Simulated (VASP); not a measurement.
# InGaAs2: single point with PBEsol

The system is InGaAs2.

```
CELL_PARAMETERS angstrom
4.15050 0.00000 0.00000
0.00000 4.15050 0.00000
0.00000 0.00000 5.86970
ATOMIC_POSITIONS crystal
In 0.00000 0.00000 0.00000
Ga 0.50000 0.50000 0.50000
As 0.50000 0.00000 0.25000
As 0.00000 0.50000 0.75000
```

```
Program             : VASP 6.6.1
Task                : single point
Functional          : PBEsol
Potentials or basis : VASP PAW PBE potentials, release 64 (In_d, Ga_d, As)
Cutoff              : 520 eV
k mesh              : 8 × 8 × 6
Occupations         : gaussian, width 0.01 eV
Spin                : no spin polarisation
```

| Property | Result |
| --- | --- |
| Pressure | 1.1 GPa |
| Largest force | 1.340 eV/Å |
| Band gap on the k mesh | zero (filled and empty bands touch) |

Forces in eV/Å, atoms in the order of the input:
```
In   0.000  0.000  0.000
Ga   0.000  0.000  0.000
As   0.000  0.000  1.340
As   0.000  0.000 -1.340
```

Stress tensor (GPa, compression positive):
```
1.16 0.00 0.00
0.00 1.16 0.00
0.00 0.00 1.00
```

Levels at points of the mesh, in eV from the Fermi level:
```csv
k point,band 14,band 15,band 16,band 17,band 18,band 19,band 20,band 21,band 22,band 23
"(0.00, 0.00, 0.00)",-2.50,-2.50,-0.10,-0.01,0.00,0.00,1.40,1.83,3.74,3.74
"(0.50, 0.00, 0.00)",-5.20,-3.20,-3.00,-1.19,-1.08,2.23,2.91,4.86,5.16,5.22
"(0.50, 0.50, 0.00)",-6.19,-2.54,-2.50,-2.50,-2.46,1.40,1.40,1.44,2.12,8.99
"(0.00, 0.00, 0.50)",-3.76,-1.64,-1.64,-1.48,-1.48,1.84,2.06,2.90,3.09,6.02
"(0.50, 0.00, 0.50)",-6.08,-1.14,-1.14,-1.00,-0.99,0.46,1.24,4.40,4.47,4.68
"(0.50, 0.50, 0.50)",-6.00,-3.25,-3.22,-3.11,-3.11,3.77,4.37,4.37,4.85,5.08
```

Run time: 2.4 min on 1 thread of AMD EPYC 7R43 64-Core Processor (Zen 3), on a shared host, peak memory 0.28 GiB.

Caveat: semilocal functionals underestimate gaps, and a narrow one can read as zero; the PAW data sets were made with another functional, which shifts forces and pressure a little; spin-orbit coupling is left out, which moves the levels of the heavy elements.
